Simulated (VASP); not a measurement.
Si: single point with PBE

Si:

```
Si
1.0
     0.00000    2.73511    2.73511
     2.73511    0.00000    2.73511
     2.73511    2.73511    0.00000
Si
2
Direct
  0.75000 0.75000 0.75000
  0.50000 0.50000 0.50000
```

```
Program             : VASP 6.6.1
Task                : single point
Functional          : PBE
Potentials or basis : VASP PAW PBE potentials, release 64 (Si)
Cutoff              : 500 eV
k mesh              : 4 × 4 × 4
Occupations         : gaussian, width 0.01 eV
Spin                : no spin polarisation
```

The pressure is 0.5 GPa and the band gap on the k mesh is 0.74 eV, indirect (least direct gap 2.54 eV).

Levels at points of the mesh, in eV from the valence-band top:
```tsv
k point	band 2	band 3	band 4	band 5	band 6	band 7
(0.00, 0.00, 0.00)	0.00	0.00	0.00	2.54	2.54	2.54
(0.50, 0.00, 0.00)	-6.87	-1.18	-1.18	1.46	3.33	3.33
(0.50, 0.50, 0.00)	-7.75	-2.80	-2.80	0.74	0.74	9.92
```

Run time: 4.9 s on 1 thread of Intel(R) Xeon(R) Platinum 8488C (Sapphire Rapids), on a shared host, peak memory 0.14 GiB.

Caveat: the k points lie up to 0.50 Å⁻¹ apart. A k mesh can miss the band edges.
